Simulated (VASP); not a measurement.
**Ga: single point with PBE0**

Crystal: Ga.

```xyz
1
Lattice="2.6982 0.0000 0.0000 0.0000 2.6982 0.0000 0.0000 0.0000 2.6982" Properties=species:S:1:pos:R:3 pbc="T T T"
Ga    0.0000    0.0000    0.0000
```

| Property | Result |
| --- | --- |
| Program | VASP 6.6.1 |
| Task | single point |
| Functional | PBE0 |
| Potentials or basis | VASP PAW PBE potentials, release 64 (Ga_d) |
| Cutoff | 520 eV |
| k mesh | 5 × 5 × 5 |
| Occupations | fermi-dirac, width 0.05 eV |
| Spin | no spin polarisation |
| Dipole correction | no |
| Grid for exact exchange (PRECFOCK) | Normal |
| Further INCAR settings | ALGO = Normal; EDIFF = 1e-06; NBANDS = 12 |

| Property | Result |
| --- | --- |
| Pressure | -0.6 GPa |

Levels at points of the mesh, in eV from the Fermi level:
| k point | band 2 | band 3 | band 4 | band 5 | band 6 | band 7 | band 8 | band 9 | band 10 | band 11 |
| --- | --- | --- | --- | --- | --- | --- | --- | --- | --- | --- |
| (0.00, 0.00, 0.00) | -18.12 | -17.59 | -17.59 | -17.59 | -12.23 | 10.71 | 10.71 | 10.71 | 13.45 | 13.45 |

It took 5.1 min on 1 thread of AMD EPYC 7R43 64-Core Processor (Zen 3) (shared host), peak memory 0.09 GiB.

Caveat: the k points lie up to 0.47 Å⁻¹ apart; the PAW data sets were made with another functional, which shifts forces and pressure a little.
